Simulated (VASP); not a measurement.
# B12W: relaxation of cell and atoms with PBE

The system is B12W.

```xyz
13
Lattice="0.0000 3.5623 3.5623 3.5623 0.0000 3.5623 3.5623 3.5623 0.0000" Properties=species:S:1:pos:R:3 pbc="T T T"
B     2.9334    1.7811    1.7811
B     0.6289    1.7811    1.7811
B     1.7811    2.9334    1.7811
B     1.7811    0.6289    1.7811
B     1.7811    1.7811    2.9334
B     1.7811    1.7811    0.6289
B     4.1912    5.3434    5.3434
B     6.4957    5.3434    5.3434
B     5.3434    4.1912    5.3434
B     5.3434    6.4957    5.3434
B     5.3434    5.3434    4.1912
B     5.3434    5.3434    6.4957
W     0.0000    0.0000    0.0000
```

The cell was generated, and may not be a known phase.

- Program: VASP 6.6.1
- Task: relaxation of cell and atoms
- Functional: PBE
- Potentials or basis: VASP PAW PBE potentials, release 64 (B, W_sv)
- Cutoff: 600 eV
- k mesh: 4 × 4 × 4
- Occupations: gaussian, width 0.1 eV
- Spin: no spin polarisation
- Dipole correction: no
- Further INCAR settings: ALGO = Normal; EDIFF = 1e-06; IBRION = 2; EDIFFG = -0.04; NSW = 90; ISIF = 3

```
Relaxed volume                        : 10.27 Å³/atom
Relaxed cell                          : a = 5.737 Å, b = 5.737 Å, c = 5.737 Å, α = 60.00°, β = 60.00°, γ = 60.00°
Space group after relaxing (to 0.1 Å) : Fm-3m (No. 225)
Pressure after relaxing               : -0.1 GPa
Largest force after relaxing          : 0.031 eV/Å
Band gap on the k mesh                : zero (bands 25 and 26 overlap by 0.18 eV)
```

Forces on the atoms (eV/Å):
```
B   -0.031  0.000  0.000
B    0.031  0.000  0.000
B    0.000 -0.031  0.000
B    0.000  0.031  0.000
B    0.000  0.000 -0.031
B    0.000  0.000  0.031
B    0.031  0.000  0.000
B   -0.031  0.000  0.000
B    0.000  0.031  0.000
B    0.000 -0.031  0.000
B    0.000  0.000  0.031
B    0.000  0.000 -0.031
W    0.000  0.000  0.000
```

Final structure:
```yaml
crystal:
  lattice:
    - [0.00000, 4.05675, 4.05675]
    - [4.05675, 0.00000, 4.05675]
    - [4.05675, 4.05675, 0.00000]
  atoms:
    - { symbol: B, position: [0.09872, 0.40128, 0.40128] }
    - { symbol: B, position: [0.40128, 0.09872, 0.09872] }
    - { symbol: B, position: [0.40128, 0.09872, 0.40128] }
    - { symbol: B, position: [0.09872, 0.40128, 0.09872] }
    - { symbol: B, position: [0.40128, 0.40128, 0.09872] }
    - { symbol: B, position: [0.09872, 0.09872, 0.40128] }
    - { symbol: B, position: [0.90128, 0.59872, 0.59872] }
    - { symbol: B, position: [0.59872, 0.90128, 0.90128] }
    - { symbol: B, position: [0.59872, 0.90128, 0.59872] }
    - { symbol: B, position: [0.90128, 0.59872, 0.90128] }
    - { symbol: B, position: [0.59872, 0.59872, 0.90128] }
    - { symbol: B, position: [0.90128, 0.90128, 0.59872] }
    - { symbol: W, position: [0.00000, 0.00000, 0.00000] }
```

Levels at points of the mesh, in eV from the Fermi level:
```csv
k point,band 21,band 22,band 23,band 24,band 25,band 26,band 27,band 28,band 29,band 30
"(0.00, 0.00, 0.00)",-0.85,-0.54,-0.54,-0.54,0.07,0.07,1.56,1.71,1.71,1.71
"(0.50, 0.00, 0.00)",-2.08,-1.97,-1.97,-1.57,0.02,0.02,0.48,1.09,1.09,3.50
"(0.50, 0.50, 0.00)",-1.57,-1.43,-1.16,-1.16,0.18,0.24,0.74,1.22,1.22,2.74
```

Run time: 5.4 min on 1 thread of Intel(R) Xeon(R) 6975P-C (Granite Rapids) (shared host), peak memory 0.28 GiB.

Caveat: the k points lie up to 0.34 Å⁻¹ apart in the final cell; the volume moved by over 15 % at a fixed basis, so the end points are rough; spin-orbit coupling is left out, which moves the levels of the heavy elements.
